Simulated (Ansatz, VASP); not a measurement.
**One calculation of C, two programs**

File INCAR:

```
PREC     = Accurate       # precision mode
ENCUT    = 520            # plane-wave cutoff, eV
EDIFF    = 1E-7           # SCF threshold, eV
ISMEAR   = 0              # smearing method
SIGMA    = 0.1            # smearing width, eV
LREAL    = False          # projectors in reciprocal space
LASPH    = True           # aspherical terms in the spheres
NELM     = 100            # most SCF steps
ALGO     = Normal         # electronic algorithm
ISIF     = 2              # what is computed and relaxed
LWAVE    = False          # write WAVECAR
LCHARG   = True           # write CHGCAR
LDIPOL   = True         
IDIPOL   = 3            
DIPOL    = 0.5 0.5 0.500
GGA      = PE             # functional
IVDW     = 12             # dispersion correction
LELF     = True           # ELF
LVHAR    = True         
LVACPOTAV= True         
NBANDS   = 11             # bands
```

The input KPOINTS:

```
Automatic mesh
0
Gamma
  21 21 1
```

Contents of POSCAR:

```
C
1.0
    2.3280000000      0.0000000000      0.0000000000
   -1.1640000000      2.0161071400      0.0000000000
    0.0000000000      0.0000000000     26.0024170307
C
2
Direct
    0.6666666667      0.3333333333      0.5109797485
    0.3333333333      0.6666666667      0.4890202515
```

Input for Ansatz:

```yaml
crystal:
  lattice:
    - [2.328, 0.0, 0.0]
    - [-1.164, 2.01610714, 0.0]
    - [0.0, 0.0, 26.0024170307]
  atoms:
    - { symbol: C, position: [0.6666666667, 0.3333333333, 0.5109797485] }
    - { symbol: C, position: [0.3333333333, 0.6666666667, 0.4890202515] }
  periodic: [true, true, false]
basis:
  ecutwfc: 420
kpoints:
  mp_grid: { grid: [21, 21, 1] }
hamiltonian:
  xc: pbe
  pseudopotentials: { kind: paw, azcp: { folder: soft_1 } }
  dispersion: d3bj
scf:
  occupations: { method: gaussian, width: 0.1 }
output:
  forces: true
  stress: true
  eigenvalues: true
```

Alike in both runs: task single point; functional PBE; dispersion D3(BJ); k mesh 21 × 21 × 1; occupations gaussian, width 0.1 eV; no spin polarisation.

|  | VASP | Ansatz |
| --- | --- | --- |
| version | VASP 6.6.1 | Ansatz 0.2.0 |
| potentials or method | VASP PAW PBE potentials, release 64 (C), cutoff 520 eV | scalar-relativistic, plane waves, PAW |
| valence electrons in the cell | 8 | 8 |

```tsv
	VASP	Ansatz	Ansatz less VASP
gap on the k mesh at the Fermi level (eV)	none	none	-
rms of the force components (eV/Å)	5.754	5.782	+0.0282
work function, face that differs most (eV)	3.87	3.87	0.000
```

Atom by atom the forces differ by 0.028 eV/Å (rms over components). A gap of «none» marks a metal or a gap that the smearing closes.
